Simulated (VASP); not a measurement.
# Sb (R-3m) in VASP: single point with RPBE

Aim: the single point of Sb with RPBE.

Everything below comes from runs of VASP 6.6.1. Logs are shortened: lines on timing, memory, paths and dates and some standing lists are left out, and cuts for length are marked.

## (1) The cell of the first run

Symmetry: R-3m, No. 166, trigonal system. Conventional cell: a = 4.400 Å, b = 4.400 Å, c = 11.948 Å, α = 90.00°, β = 90.00°, γ = 120.00°. Within 3.9 Å of Sb (site symmetry 3m) lie 6 Sb at 2.96 to 3.54 Å.

## (2) Single point, RPBE

Contents of INCAR:

```
SYSTEM = Sb
PREC = Accurate
ENCUT = 520
EDIFF = 1E-6
ISMEAR = -1
SIGMA = 0.1
LREAL = .False.
LASPH = .True.
NELM = 60
ALGO = Normal
ISIF = 2
LWAVE = .False.
LCHARG = .False.
GGA = RP
NBANDS = 12
```

Contents of KPOINTS:

```
Automatic mesh
0
Gamma
  9 9 9
  0 0 0
```

Contents of POSCAR:

```
Sb
1.0
    2.1997792159      1.2700431225      3.9825479832
   -2.1997792159      1.2700431225      3.9825479832
    0.0000000000     -2.5400862449      3.9825479832
Sb
2
Direct
    0.2303412899      0.2303412899      0.2303412899
    0.7696587101      0.7696587101      0.7696587101
```

Potentials or basis: VASP PAW PBE potentials, release 64 (Sb).

Launch:

```bash
cat potpaw_PBE.64/Sb/POTCAR > POTCAR
mpirun -np 1 vasp_std > vasp.out
```

OUTCAR:

```text
SYSTEM = Sb
   PREC = Accurate
   ENCUT = 520
   EDIFF = 1E-6
   ISMEAR = -1
   LREAL = .False.
   LASPH = .True.
   NELM = 60
   ISIF = 2
   GGA = RP

 ion  position               nearest neighbor table
   1  0.230  0.230  0.230-   2 2.96   2 2.96   2 2.96   2 3.54   2 3.54   2 3.54
   2  0.770  0.770  0.770-   1 2.96   1 2.96   1 2.96   1 3.54   1 3.54   1 3.54

  LATTYP: Found a trigonal (rhomboedric) cell.
 ALAT       =     4.7236348896
 COS(alpha) =     0.5662539418

  Lattice vectors:

 A1 = (   2.1997792159,   1.2700431225,   3.9825479832)
 A2 = (  -2.1997792159,   1.2700431225,   3.9825479832)
 A3 = (   0.0000000000,  -2.5400862449,   3.9825479832)

Analysis of symmetry for initial positions (statically):
=====================================================================
 Subroutine PRICEL returns:
 Original cell was already a primitive cell.

 Routine SETGRP: Setting up the symmetry group for a
 trigonal (rhombohedral) supercell.

 Subroutine GETGRP returns: Found 12 space group operations
 (whereof 12 operations were pure point group operations)
 out of a pool of 12 trial point group operations.

The static configuration has the point symmetry D_3d.

Analysis of symmetry for dynamics (positions and initial velocities):
=====================================================================
 Subroutine PRICEL returns:
 Original cell was already a primitive cell.

 Routine SETGRP: Setting up the symmetry group for a
 trigonal (rhombohedral) supercell.

 Subroutine GETGRP returns: Found 12 space group operations
 (whereof 12 operations were pure point group operations)
 out of a pool of 12 trial point group operations.

The dynamic configuration has the point symmetry D_3d.

 Subroutine INISYM returns: Found 12 space group operations
 (whereof 12 operations are pure point group operations),
 and found     1 'primitive' translations

----------------------------------------------------------------------------------------

                                     Primitive cell

  volume of cell :      66.7590

  direct lattice vectors                    reciprocal lattice vectors
     2.199779216  1.270043122  3.982547983     0.227295538  0.131229140  0.083698510
    -2.199779216  1.270043122  3.982547983    -0.227295538  0.131229140  0.083698510
     0.000000000 -2.540086245  3.982547983     0.000000000 -0.262458280  0.083698510

  length of vectors
     4.723634890  4.723634890  4.723634890     0.275481014  0.275481014  0.275481014

  position of ions in fractional coordinates (direct lattice)
     0.230341290  0.230341290  0.230341290
     0.769658710  0.769658710  0.769658710

  ion indices of the primitive-cell ions
   primitive index   ion index
                 1           1
                 2           2

----------------------------------------------------------------------------------------

 KPOINTS: Automatic mesh

Automatic generation of k-mesh.
 Grid dimensions read from file:
 generate k-points for:    9    9    9

 Generating k-lattice:

  Cartesian coordinates                     Fractional coordinates (reciprocal lattice)
     0.025255060  0.014581016  0.009299834     0.111111111  0.000000000  0.000000000
    -0.025255060  0.014581016  0.009299834     0.000000000  0.111111111  0.000000000
     0.000000000 -0.029162031  0.009299834     0.000000000  0.000000000  0.111111111

  Length of vectors
     0.030609002  0.030609002  0.030609002

  Shift w.r.t. Gamma in fractional coordinates (k-lattice)
     0.000000000  0.000000000  0.000000000

 Subroutine IBZKPT returns following result:
 ===========================================

 Found     85 irreducible k-points:

 Following reciprocal coordinates:
            Coordinates               Weight
  0.000000  0.000000  0.000000      1.000000
  0.111111 -0.000000 -0.000000      6.000000
  0.222222 -0.000000 -0.000000      6.000000
  0.333333 -0.000000  0.000000      6.000000
  0.444444 -0.000000 -0.000000      6.000000
  0.111111  0.111111  0.000000      6.000000
[... 16 lines left out ...]
 -0.333333  0.333333  0.000000      6.000000
  0.444444  0.444444  0.000000      6.000000
 [... further k-points ...]
   k-points           NKPTS =     85   k-points in BZ     NKDIM =     85   number of bands    NBANDS=     12
   number of dos      NEDOS =    301   number of ions     NIONS =      2
   total plane-waves  NPLWV =  46656
   dimension x,y,z NGX =    36 NGY =   36 NGZ =   36
   dimension x,y,z NGXF=    72 NGYF=   72 NGZF=   72
   ions per type =               2
   NGX,Y,Z   is equivalent  to a cutoff of  12.67, 12.67, 12.67 a.u.
   NGXF,Y,Z  is equivalent  to a cutoff of  25.34, 25.34, 25.34 a.u.
 SYSTEM =  Sb
   PREC   = accura    normal or accurate (medium, high low for compatibility)
   ISTART =      0    job   : 0-new  1-cont  2-samecut
   ICHARG =      2    charge: 1-file 2-atom 10-const
   ISPIN  =      1    spin polarized calculation?
   LNONCOLLINEAR =      F non collinear calculations
   LSORBIT =      F    spin-orbit coupling
   LASPH  =      T    aspherical Exc in radial PAW
   ENCUT  =  520.0 eV  38.22 Ry    6.18 a.u.   8.78  8.78  8.78*2*pi/ulx,y,z
   NELM   =     60;   NELMIN=  2; NELMDL= -5     # of ELM steps
   EDIFF  = 0.1E-05   stopping-criterion for ELM
   LREAL  =      F    real-space projection
   EDIFFG = 0.1E-04   stopping-criterion for IOM
   NSW    =      0    number of steps for IOM
   IBRION =     -1    ionic relax: 0-MD 1-quasi-New 2-CG
   NFREE  =      0    steps in history (QN), initial steepest desc. (CG)
   ISIF   =      2    stress and relaxation
   ISYM   =      2    0-nonsym 1-usesym 2-fastsym
   POTIM  = 0.5000    time-step for ionic-motion
   TEBEG  =    0.0;   TEEND  =   0.0 temperature during run
   PSTRESS=    0.0 pullay stress
   NELECT =      10.0000    total number of electrons
   NUPDOWN=      -1.0000    fix difference up-down
   EMIN   =  10.00;   EMAX   =-10.00  energy-range for DOS
   EFERMI =   0.00;   METHOD = LEGACY
   ISMEAR =    -1;   SIGMA  =   0.10  broadening in eV -4-tet -1-fermi 0-gaus
   EFERMI_NEDOS =   21; number of points for ismear=-14 and -15
   IALGO  =     38    algorithm
   IMIX   =      4    mixing-type and parameters
     AMIX     =   0.40;   BMIX     =  1.00
     AMIX_MAG =   1.60;   BMIX_MAG =  1.00
  volume/ion in A,a.u.               =      33.38       225.26
  Fermi-wavevector in a.u.,A,eV,Ry     =   0.869437  1.642998 10.284930  0.755921
  Thomas-Fermi vector in A             =   1.988259
   LORBIT       =      0    0 simple, 1 ext, 2 COOP (PROOUT), +10 PAW based schemes
   GGA     = RP    functional components
   LHFCALC =     F    Hartree Fock is set to
   AEXX    =    0.0000 exact exchange contribution
   IVDW    =     0    specifies the selected vdW correction
   LEPSILON=     F    determine dielectric tensor
   LRPA    =     F    only Hartree local field effects (RPA)
 non-spin polarized calculation
  energy-cutoff  :      520.00
  volume of cell :       66.76
 maximum number of plane-waves:      1814
   NGX = 17   NGY = 17   NGZ = 17

 number of electron      10.0000000 magnetization

 Free energy of the ion-electron system (eV)
  ---------------------------------------------------
  ext. energy  EPLUGINS =         0.00000000
  ---------------------------------------------------
  free energy    TOTEN  =        -7.56725951 eV

  energy without entropy =       -7.55971665  energy(sigma->0) =       -7.56348808

 E-fermi :   6.2239     XC(G=0):  -8.9956

 val. band max:        6.1483479324   @ k =   0.4444   0.3333   0.3333
 cond. band min:       6.2304287581   @ k =   0.4444  -0.0000  -0.0000
 fundamental gap:      0.0820808257
 Fermi energy:         6.2238744724

 k-point     1 :       0.0000    0.0000    0.0000
  band No.  band energies     occupation
      1      -5.8476      2.00000
      2       0.9647      2.00000
      3       4.2730      2.00000
      4       4.6223      2.00000
      5       4.6223      2.00000
      6       7.9365      0.00000
      7       8.6594      0.00000
      8       8.6594      0.00000
      9      11.5944      0.00000
     10      11.5944      0.00000
     11      11.7221      0.00000
     12      13.0812      0.00000

 k-point     2 :       0.1111   -0.0000   -0.0000
  band No.  band energies     occupation
      1      -5.7232      2.00000
      2       0.5520      2.00000
      3       4.3158      2.00000
      4       4.5675      2.00000
      5       4.6640      2.00000
      6       7.9728      0.00000
      7       8.3514      0.00000
      8       8.4590      0.00000
      9      11.0427      0.00000
     10      11.4184      0.00000
     11      11.5974      0.00000
     12      13.8090      0.00000

 k-point     3 :       0.2222   -0.0000   -0.0000
  band No.  band energies     occupation
      1      -5.3540      2.00000
      2      -0.4269      2.00000
      3       4.2541      2.00000
      4       4.4453      2.00000
      5       4.9524      1.99999
      6       7.4803      0.00001
      7       7.8409      0.00000
      8       7.9567      0.00000
      9      11.0778      0.00000
     10      11.5069      0.00000
     11      12.1278      0.00000
     12      15.3327      0.00000
[... 286 lines left out ...]
 k-point    23 :      -0.3333    0.3333    0.0000
  band No.  band energies     occupation
      1      -3.1155      2.00000
      2      -3.0091      2.00000
      3       1.7080      2.00000
      4       3.7036      2.00000
      5       3.7960      2.00000
      6       8.3052      0.00000
      7       8.3436      0.00000
      8      11.0373      0.00000
      9      11.5171      0.00000
     10      12.6231      0.00000
     11      14.0017      0.00000
     12      15.9327      0.00000

 k-point    24 :       0.4444    0.4444    0.0000
  band No.  band energies     occupation
      1      -3.9288      2.00000
      2      -1.6726      2.00000
      3       1.5718      2.00000
      4       2.9589      2.00000
      5       3.0350      2.00000
      6       7.9223      0.00000
      7      10.5478      0.00000
      8      11.4487      0.00000
      9      11.8436      0.00000
     10      14.5075      0.00000
     11      15.3497      0.00000
     12      16.3846      0.00000

 [... further k-points ...]

------------------------ aborting loop because EDIFF is reached ----------------------------------------

  FORCE on cell =-STRESS in cart. coord.  units (eV):
  Direction    XX          YY          ZZ          XY          YZ          ZX
  --------------------------------------------------------------------------------------
  -------------------------------------------------------------------------------------
  Total       -0.0034238     -0.0034238     -0.0028865     -0.0000000     -0.0000000      0.0000000
  in kB       -0.0821687     -0.0821687     -0.0692735     -0.0000000     -0.0000000      0.0000000
  external PRESSURE =      -0.0778703 kB  Pullay stress =       0.0000000 kB

 VOLUME and BASIS-vectors are now :
 -----------------------------------------------------------------------------
  energy-cutoff  :      520.00
  volume of cell :       66.76
      direct lattice vectors                 reciprocal lattice vectors
     2.199779216  1.270043122  3.982547983     0.227295538  0.131229140  0.083698510
    -2.199779216  1.270043122  3.982547983    -0.227295538  0.131229140  0.083698510
     0.000000000 -2.540086245  3.982547983     0.000000000 -0.262458280  0.083698510

 POSITION                                       TOTAL-FORCE (eV/Angst)
 -----------------------------------------------------------------------------------
      0.00000      0.00000      2.75204         0.000000      0.000000      0.035733
      0.00000      0.00000      9.19561         0.000000     -0.000000     -0.035733
 -----------------------------------------------------------------------------------
    total drift:                                0.000000     -0.000000     -0.000000

  FREE ENERGIE OF THE ION-ELECTRON SYSTEM (eV)
  ---------------------------------------------------
  free  energy   TOTEN  =        -7.5672595065 eV

  energy  without entropy=       -7.5597166539  energy(sigma->0) =       -7.56348808
```

It took 43 s on 1 thread of Intel Xeon Platinum 8259CL at 2.50GHz (Skylake/Cascade Lake), shared host; peak memory 0.23 GiB.

Results:

```yaml
Free_energy: -7.5673 eV
Pressure: 0.0 GPa
Largest_force: 0.036 eV/Å
Band_gap_on_the_k_mesh: 0.08 eV, indirect (least direct gap 0.49 eV)
```

Forces in eV/Å, atoms in the order of the input:
```
Sb   0.000  0.000  0.036
Sb   0.000  0.000 -0.036
```

Caveat: the PAW data sets were made with another functional, which shifts forces and pressure a little; spin-orbit coupling is left out, which moves the levels of the heavy elements. A k mesh can miss the band edges.
